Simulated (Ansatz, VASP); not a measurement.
This is a calculation of MnO for Ansatz 0.2.0.

File input.yaml:

```yaml
crystal:
  lattice:
    - [0.0, 2.2239077028, 2.2239077028]
    - [2.2239077028, 0.0, 2.2239077028]
    - [2.2239077028, 2.2239077028, 0.0]
  atoms:
    - { symbol: Mn, position: [0.0, 0.0, 0.0], spin: 4.0 }
    - { symbol: O, position: [0.5, 0.5, 0.5] }
hamiltonian:
  xc: rpbe
  pseudopotentials: { kind: paw }
magnetization:
  spin_polarized: true
kpoints:
  mp_grid: { grid: [10, 10, 10] }
scf:
  occupations: { method: fermi_dirac, width: 0.05 }
output:
  forces: true
  stress: true
relax:
  f_tol: 0.01
  max_steps: 40
  cell: { stress_tol: 0.05 }
```

Potentials or basis: Ansatz PAW.

Command:

```console
$ ansatz run input.yaml --threads 2 --pin off --max-ram 5632MiB --backend cpu --events-out ev --progress --plain --runs-dir out
```

Task: Translate it to VASP 6.6.1. Potentials there: VASP PAW PBE potentials, release 64 (Mn_pv, O).

Result: As run (the cutoff follows the program's own potentials):

Contents of INCAR:

```
ALGO = Normal
EDIFF = 1E-6
EDIFFG = -0.01
ENCUT = 600
GGA = RP
IBRION = 2
ISIF = 3
ISMEAR = -1
ISPIN = 2
LASPH = T
LCHARG = F
LMAXMIX = 4
LORBIT = 11
LREAL = F
LWAVE = F
MAGMOM = 4 0
NELM = 150
NSW = 60
PREC = Accurate
SIGMA = 0.05
```

Contents of KPOINTS:

```
k-points
0
Gamma
  10 10 10
```

File POSCAR:

```
MnO
1.0
    0.0000000000      2.2239077028      2.2239077028
    2.2239077028      0.0000000000      2.2239077028
    2.2239077028      2.2239077028      0.0000000000
Mn O
1 1
Direct
    0.0000000000      0.0000000000      0.0000000000
    0.5000000000      0.5000000000      0.5000000000
```

Potentials or basis: VASP PAW PBE potentials, release 64 (Mn_pv, O).

The run is started by

```sh
$ cat potpaw_PBE.64/Mn_pv/POTCAR potpaw_PBE.64/O/POTCAR > POTCAR
$ mpirun -np 1 vasp_std > vasp.out
```

Both were run:

|  | VASP | Ansatz | Ansatz less VASP |
| --- | --- | --- | --- |
| net moment per atom (μB) | 2.46 | 2.46 | 0.000 |
| size of the moment on the site where the two differ most (μB) | 4.46 | 4.19 | -0.262 |
| relaxed volume (Å³/atom) | 11.56 | 11.56 | -0.002 |
| relaxed cell length with the largest relative difference (Å) | 3.198 | 3.198 | -0.0002 |

VASP's potentials were made for PBE, not for RPBE. Site moments also hang on the region over which each program counts them. VASP's potentials hold 19 valence electrons a cell and Ansatz's 21, so a difference there can come from the potentials and not from the codes.

Noted on Ansatz's run: the plane-wave basis is chosen anew once the cell has moved, so the energies of steps on either side of that aren't comparable.
